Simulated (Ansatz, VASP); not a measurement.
As in VASP and in Ansatz

```
As
1.0
     2.88833    0.00000    0.00000
    -1.44416    2.50136    0.00000
     0.00000    0.00000    4.40532
As
2
Direct
  0.33333 0.66667 0.25000
  0.66667 0.33333 0.75000
```

Alike in both runs: task single point; functional LDA; k mesh 14 × 14 × 8; occupations fermi-dirac, width 0.1 eV; no spin polarisation.

```csv
,VASP,Ansatz
version,VASP 6.6.1,Ansatz 0.2.0
potentials or method,"VASP PAW LDA potentials, release 64 (As), cutoff 520 eV","plane waves (420 eV) with PAW, scalar-relativistic"
valence electrons in the cell,10,30
```

|  | VASP | Ansatz | Ansatz less VASP |
| --- | --- | --- | --- |
| pressure (GPa) | 16.4 | 15.8 | -0.61 |
| traceless stress, the component that is largest in VASP (GPa) | -0.40 | -0.42 | -0.024 |

Ansatz warns that its potentials were made for another functional, while VASP's fit it. LDA's correlation is that of Perdew and Zunger in VASP and of Perdew and Wang (1992) in Ansatz. VASP's potentials hold 10 valence electrons a cell and Ansatz's 30, so a difference there can come from the potentials and not from the codes.
